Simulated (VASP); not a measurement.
Input of a VASP 6.6.1 run:

POSCAR

```
PbF2
1.0
    0.0000000000      2.9604390429      2.9604390429
    2.9604390429      0.0000000000      2.9604390429
    2.9604390429      2.9604390429      0.0000000000
Pb F
1 2
Direct
    0.0000000000      0.0000000000      0.0000000000
    0.2500000000      0.2500000000      0.2500000000
    0.7500000000      0.7500000000      0.7500000000
```

INCAR.step1

```
SYSTEM = PbF2
  PREC = Accurate
  ENCUT = 500
  EDIFF = 1E-8
  ISMEAR = 0
  SIGMA = 0.01
  LREAL = .FALSE.
  LASPH = .TRUE.
  NELM = 80
  ALGO = Normal
  LWAVE = .TRUE.
  LCHARG = .FALSE.
```

The input INCAR.step2:

```
SYSTEM = PbF2
  PREC = Accurate
  ENCUT = 500
  EDIFF = 1E-8
  ISMEAR = 0
  SIGMA = 0.01
  LREAL = .FALSE.
  LASPH = .TRUE.
  NELM = 1
  ALGO = Exact
  LWAVE = .TRUE.
  LCHARG = .FALSE.
  NBANDS = 75
  LOPTICS = .TRUE.
  ISTART = 1
```

INCAR.step3

```
SYSTEM = PbF2
  PREC = Accurate
  ENCUT = 500
  EDIFF = 1E-8
  ISMEAR = 0
  SIGMA = 0.01
  LREAL = .FALSE.
  LASPH = .TRUE.
  ALGO = EVGW0
  LWAVE = .FALSE.
  LCHARG = .FALSE.
  NELMGW = 1
  NBANDS = 75
  ENCUTGW = 80.0
  NOMEGA = 96
  PRECFOCK = Fast
  ISTART = 1
  NBANDSGW = 23
  OMEGAMAX = 30
```

File KPOINTS:

```
Automatic mesh
0
G
  4 4 4
  0 0 0
```

Potentials or basis: VASP PAW LDA potentials, release 64 (Pb_d_GW, F_GW).

Run with:

```bash
$ cat potpaw_LDA.64/Pb_d_GW/POTCAR potpaw_LDA.64/F_GW/POTCAR > POTCAR
$ cp INCAR.step1 INCAR
$ mpirun -np 1 vasp_std > vasp.out
$ cp INCAR.step2 INCAR
$ mpirun -np 1 vasp_std > vasp.out
$ cp INCAR.step3 INCAR
$ mpirun -np 1 vasp_std > vasp.out
```

Predict the quasiparticle gap.

6.25 eV.

What does it give for the least direct quasiparticle gap?

6.52 eV.

Predict the band gap of the starting levels on the mesh.

4.22 eV.

Caveat: the k points lie up to 0.46 Å⁻¹ apart; bands, screening cutoff and mesh are small and nothing is extrapolated, so the quasiparticle values aren't converged; spin-orbit coupling is left out, which moves the levels of the heavy elements.
